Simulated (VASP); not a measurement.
# Sb in VASP: a series of runs, part 3 of 3

VASP 6.6.1. Earlier steps stand in the parts before.

### 6 Electric field gradients, PBEsol (equal xy, yz and zx shear strains of -3 %)

Contents of INCAR:

```
PREC = Accurate
ENCUT = 520
EDIFF = 1E-8
ISMEAR = -1
SIGMA = 0.05
LREAL = F
LASPH = T
NELM = 100
ALGO = Normal
ISIF = 2
LWAVE = F
LCHARG = F
GGA = PS
LEFG = T
NBANDS = 8
```

Contents of KPOINTS:

```
Automatic mesh
0
Gamma
  19 19 19
```

Contents of POSCAR:

```
Sb
1.0
   -1.5647750000      1.4903750000      2.4800000000
    1.4903750000     -1.5647750000      2.4800000000
    1.5196250000      1.5196250000     -2.5251500000
Sb
1
Direct
    0.0000000000      0.0000000000      0.0000000000
```

Potentials or basis: VASP PAW PBE potentials, release 64 (Sb).

On the command line:

```
> cat potpaw_PBE.64/Sb/POTCAR > POTCAR
> mpirun -np 1 vasp_std > vasp.out
```

OUTCAR:

```text
PREC = Accurate
   ENCUT = 520
   EDIFF = 1E-8
   ISMEAR = -1
   LREAL = F
   LASPH = T
   NELM = 100
   ISIF = 2
   GGA = PS

 ion  position               nearest neighbor table
   1  0.000  0.000  0.000-

  Warning from LATTYP: Got some problem with cell dimensions!
  Tried to take original basis but could not verify dimensions!
  LATTYP: Found a base centered monoclinic cell.
 ALAT       =     4.1939033292
 B/A-ratio  =     1.0302179678
 C/A-ratio  =     0.7579977273
 COS(beta)  =    -0.6262903113

  Lattice vectors:

 A1 = (  -3.0100000000,   0.0451500000,   0.0451500000)
 A2 = (   0.0451500000,  -3.0100000000,   0.0451500000)
 A3 = (   1.4452250000,   1.4452250000,   2.4348500000)

Analysis of symmetry for initial positions (statically):
=====================================================================
 Subroutine PRICEL returns:
 Original cell was already a primitive cell.

 Routine SETGRP: Setting up the symmetry group for a
 base centered monoclinic supercell.

 Subroutine GETGRP returns: Found  4 space group operations
 (whereof  4 operations were pure point group operations)
 out of a pool of  4 trial point group operations.

The static configuration has the point symmetry C_2h.

Analysis of symmetry for dynamics (positions and initial velocities):
=====================================================================
 Subroutine PRICEL returns:
 Original cell was already a primitive cell.

 Routine SETGRP: Setting up the symmetry group for a
 base centered monoclinic supercell.

 Subroutine GETGRP returns: Found  4 space group operations
 (whereof  4 operations were pure point group operations)
 out of a pool of  4 trial point group operations.

The dynamic configuration has the point symmetry C_2h.

 Subroutine INISYM returns: Found  4 space group operations
[... 148 lines left out ...]

 k-point     1 :       0.0000    0.0000    0.0000
  band No.  band energies     occupation
      1      -3.5835      2.00000
      2      17.1471      0.00000
      3      17.6923      0.00000
      4      17.9911      0.00000
      5      20.9512      0.00000
      6      21.5313      0.00000
      7      21.9642      0.00000
      8      22.4247      0.00000
[... 243 lines left out ...]
 k-point    24 :      -0.2632    0.0526   -0.0000
  band No.  band energies     occupation
      1      -2.0418      2.00000
      2      10.6941      1.99315
      3      14.4340      0.00000
      4      16.7746      0.00000
      5      19.1348      0.00000
      6      21.3245      0.00000
      7      22.5300      0.00000
      8      24.1838      0.00000

 [... further k-points ...]
[... 5 lines left out ...]
  --------------------------------------------------------------------------------------
  -------------------------------------------------------------------------------------
  Total        2.2283506      2.2283506      2.0722442     -0.1285616      0.0041697      0.0041696
  in kB      159.0031108    159.0031108    147.8641970     -9.1734654      0.2975250      0.2975234
  external PRESSURE =     155.2901395 kB  Pullay stress =       0.0000000 kB

 VOLUME and BASIS-vectors are now :
 -----------------------------------------------------------------------------
  energy-cutoff  :      520.00
  volume of cell :       22.45
      direct lattice vectors                 reciprocal lattice vectors
    -1.564775000  1.490375000  2.480000000     0.008133241  0.335449412  0.206766643
     1.490375000 -1.564775000  2.480000000     0.335449412  0.008133241  0.206766643
     1.519625000  1.519625000 -2.525150000     0.337439352  0.337439352  0.010123181

 POSITION                                       TOTAL-FORCE (eV/Angst)
 -----------------------------------------------------------------------------------
      0.00000      0.00000      0.00000         0.000000     -0.000000      0.000000
 -----------------------------------------------------------------------------------
    total drift:                                0.000000     -0.000000      0.000000

  FREE ENERGIE OF THE ION-ELECTRON SYSTEM (eV)
  ---------------------------------------------------
  free  energy   TOTEN  =        -4.1532321417 eV

  energy  without entropy=       -4.1479328231  energy(sigma->0) =       -4.15058248

 Electric field gradients (V/A^2)
---------------------------------------------------------------------
 ion       V_xx      V_yy      V_zz      V_xy      V_xz      V_yz
---------------------------------------------------------------------
   1     -14.005   -14.005    28.009    -0.069    11.491    11.491
---------------------------------------------------------------------

 Electric field gradients after diagonalization (V/A^2)
 (convention: |V_zz| > |V_xx| > |V_yy|)
----------------------------------------------------------------------
 ion       V_xx      V_yy      V_zz     asymmetry (V_yy - V_xx)/ V_zz
----------------------------------------------------------------------
   1     -19.619   -13.935    33.554       0.169
----------------------------------------------------------------------

           NMR quadrupolar parameters

 Cq : quadrupolar parameter    Cq=e*Q*V_zz/h
 eta: asymmetry parameters     (V_yy - V_xx)/ V_zz
 Q  : nuclear electric quadrupole moment in mb (millibarn)
----------------------------------------------------------------------
 ion       Cq(MHz)       eta       Q (mb)
----------------------------------------------------------------------
   1       0.081       0.169       1.000
----------------------------------------------------------------------
```

OSZICAR:

```text
N       E                     dE             d eps       ncg     rms          rms(c)
DAV:   1     0.502531174943E+01    0.50253E+01   -0.17428E+03 29592   0.417E+02
DAV:   2    -0.407401494723E+01   -0.90993E+01   -0.87419E+01 40536   0.548E+01
DAV:   3    -0.416203814761E+01   -0.88023E-01   -0.87549E-01 35528   0.608E+00
DAV:   4    -0.416226195170E+01   -0.22380E-03   -0.22380E-03 44464   0.363E-01
DAV:   5    -0.416226230851E+01   -0.35681E-06   -0.35723E-06 37288   0.933E-03    0.239E+00
DAV:   6    -0.415662910747E+01    0.56332E-02   -0.84254E-04 39328   0.139E-01    0.141E+00
DAV:   7    -0.415324111958E+01    0.33880E-02   -0.19466E-03 33488   0.210E-01    0.295E-02
DAV:   8    -0.415323258137E+01    0.85382E-05   -0.43609E-05 42352   0.480E-02    0.654E-03
DAV:   9    -0.415323241289E+01    0.16848E-06   -0.67580E-07 39736   0.568E-03    0.308E-03
DAV:  10    -0.415323220248E+01    0.21041E-06   -0.30117E-08 40576   0.977E-04    0.515E-04
DAV:  11    -0.415323215838E+01    0.44102E-07   -0.19604E-09 25072   0.264E-04    0.748E-05
DAV:  12    -0.415323213929E+01    0.19093E-07   -0.11924E-10 17888   0.811E-05    0.153E-05
DAV:  13    -0.415323214170E+01   -0.24070E-08   -0.10457E-11 16088   0.265E-05
   1 F= -.41532321E+01 E0= -.41505825E+01  d E =-.529932E-02
```

stdout:

```text
POSCAR found type information on POSCAR Sb
 POSCAR found :  1 types and       1 ions
 scaLAPACK will be used
 -----------------------------------------------------------------------------
|                                                                             |
|                                                                             |
|     You enforced a specific xc type in the INCAR file but a different       |
|     I HOPE YOU KNOW WHAT YOU ARE DOING!                                     |
|                                                                             |
 -----------------------------------------------------------------------------

 LDA part: xc-table for (Slater+PW92), standard interpolation
 POSCAR, INCAR and KPOINTS ok, starting setup
 FFT: planning ... GRIDC
 FFT: planning ... GRID_SOFT
 FFT: planning ... GRID
 WAVECAR not read
 entering main loop
ion   1
```

Wall time 2 min (1 thread of Intel Xeon Platinum 8488C (Sapphire Rapids), shared host); peak memory 0.42 GiB.

What came out:

```
Free energy                             : -4.1532 eV
Pressure                                : 15.5 GPa
Band gap on the k mesh                  : zero (an odd number of electrons rules out a gap without spin polarisation)
Largest electric field gradient by atom : Sb +33.6 V/Å²
```

Levels at points of the mesh, in eV from the Fermi level:
| k point | band 1 | band 2 | band 3 | band 4 | band 5 | band 6 |
| --- | --- | --- | --- | --- | --- | --- |
| (0.00, 0.00, 0.00) | -14.56 | 6.17 | 6.71 | 7.01 | 9.97 | 10.55 |

Electric field gradients, principal values (V/Å²):
| atom | least | middle | greatest (by size) |
| --- | --- | --- | --- |
| 1 Sb | -13.935 | -19.619 | 33.554 |

Caveat: the cell differs from its parent crystal (equal xy, yz and zx shear strains of -3 %); the cell stands under pressure; without QUAD_EFG the Cq values of the log hold for a quadrupole moment of 1 mb, not for the nuclei; the PAW data sets were made with another functional, which shifts forces and pressure a little; spin-orbit coupling is left out, which moves the levels of the heavy elements.

### 7 Summary

| cell | gap on the mesh (eV) | pressure (GPa) |
| --- | --- | --- |
| a = 3.201 Å, angles 125.2, 125.2, 81.3°, 1 atom | none | 24.7 |
| a = 3.213 Å, angles 125.2, 125.2, 81.3°, 1 atom | none | 22.9 |
| a = 3.248, b = 3.248, c = 3.220 Å, angles 124.5, 124.5, 80.4°, 1 atom | none | 15.5 |
| a = 3.289, b = 3.289, c = 3.316 Å, angles 125.8, 125.8, 82.1°, 1 atom | none | 15.5 |

Alike in all rows: task electric field gradients; level PBEsol; potentials or basis VASP PAW PBE potentials, release 64 (Sb); no spin polarisation; k mesh 19 × 19 × 19; cutoff (eV) 520; smearing fermi-dirac 0.05 eV.

Caveats: the cell stands under pressure; the PAW data sets were made with another functional, which shifts forces and pressure a little; spin-orbit coupling is left out, which moves the levels of the heavy elements.

Total energies depend on the potentials used, so only differences within one code and one set of settings carry meaning.
